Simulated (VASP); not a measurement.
Input of a VASP 6.6.1 run:

File INCAR:

```
SYSTEM = CoPdO2
ALGO = Normal ; EDIFF = 1E-6
ENCUT = 520 ; GGA = PE
ISIF = 2 ; ISMEAR = 0
ISPIN = 2 ; IVDW = 12
LASPH = .True. ; LCHARG = .False.
LDAU = .True. ; LDAUJ = 0 0 0
LDAUL = 2 -1 -1 ; LDAUPRINT = 1
LDAUTYPE = 2 ; LDAUU = 3.3 0 0
LMAXMIX = 4 ; LORBIT = 11
LREAL = .False. ; LWAVE = .False.
MAGMOM = 0 0 0 0 ; NBANDS = 28
NELM = 150 ; PREC = Accurate
SIGMA = 0.05
```

Contents of KPOINTS:

```
k-points
0
Gamma
  10 10 10
  0 0 0
```

POSCAR

```
CoPdO2
1.0
    1.4232671507      0.8217236726      5.9290405382
   -1.4232671507      0.8217236726      5.9290405382
    0.0000000000     -1.6434473451      5.9290405383
Co Pd O
1 1 2
Direct
    0.5000000000      0.5000000000      0.5000000000
    0.0000000000      0.0000000000      0.0000000000
    0.1121111742      0.1121111742      0.1121111742
    0.8878888258      0.8878888258      0.8878888258
```

Potentials or basis: VASP PAW PBE potentials, release 64 (Co, Pd, O).

Run with:

```console
$ cat potpaw_PBE.64/Co/POTCAR potpaw_PBE.64/Pd/POTCAR potpaw_PBE.64/O/POTCAR > POTCAR
$ mpirun -np 1 vasp_std > vasp.out
```

Predict the pressure.

-2.2 GPa.

Estimate the largest force.

0.083 eV/Å.

Predict the dispersion energy per atom.

-0.286 eV.

What does it give for the net moment?

0.00 μB per cell.

Eigenvalues of the final occupation matrices:
| site | spin | trace | eigenvalues |
| --- | --- | --- | --- |
| site 1 d | 1 | 3.69 | 0.40 0.40 0.96 0.96 0.97 |
| site 1 d | 2 | 3.69 | 0.40 0.40 0.96 0.96 0.97 |

Caveat: three body term missing; pairwise dispersion overbinds metals, which lowers pressure and volume.
